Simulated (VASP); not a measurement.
Input of a VASP 6.6.1 run:

INCAR

```
PREC = Accurate ; ENCUT = 520
EDIFF = 1E-6 ; ISMEAR = 0
SIGMA = 0.1 ; LREAL = F
LASPH = T ; NELM = 60
ALGO = Normal ; ISIF = 2
LWAVE = F ; LCHARG = F
GGA = PS ; NBANDS = 26
```

File KPOINTS:

```
regular mesh
0
Gamma
  3 3 2
```

POSCAR

```
TiO
1.0
    2.8516080131      0.0000000000      0.0000000000
   -1.4258040066      2.4695649810      0.0000000000
    0.0000000000      0.0000000000      5.5675030000
Ti O
2 2
Direct
    0.3333333333      0.6666666667      0.2500000000
    0.6666666667      0.3333333333      0.7500000000
    0.0000000000      0.0000000000      0.0000000000
    0.0000000000      0.0000000000      0.5000000000
```

Potentials or basis: VASP PAW PBE potentials, release 64 (Ti_sv, O).

Run with:

```console
$ cat potpaw_PBE.64/Ti_sv/POTCAR potpaw_PBE.64/O/POTCAR > POTCAR
$ mpirun -np 1 vasp_std > vasp.out
```

Question: What does it give for the pressure?

Answer: -8.3 GPa.

Question: Predict the band gap on the k mesh.

Answer: Zero (filled and empty bands touch).

Stress tensor (GPa, compression positive):
```
 -6.82   0.00   0.00
  0.00  -6.82   0.00
  0.00   0.00 -11.17
```

Caveat: the k points lie up to 0.85 Å⁻¹ apart; the PAW data sets were made with another functional, which shifts forces and pressure a little; semilocal functionals often make such compounds metallic where correlation or magnetic order opens a gap, which also shifts bond lengths.
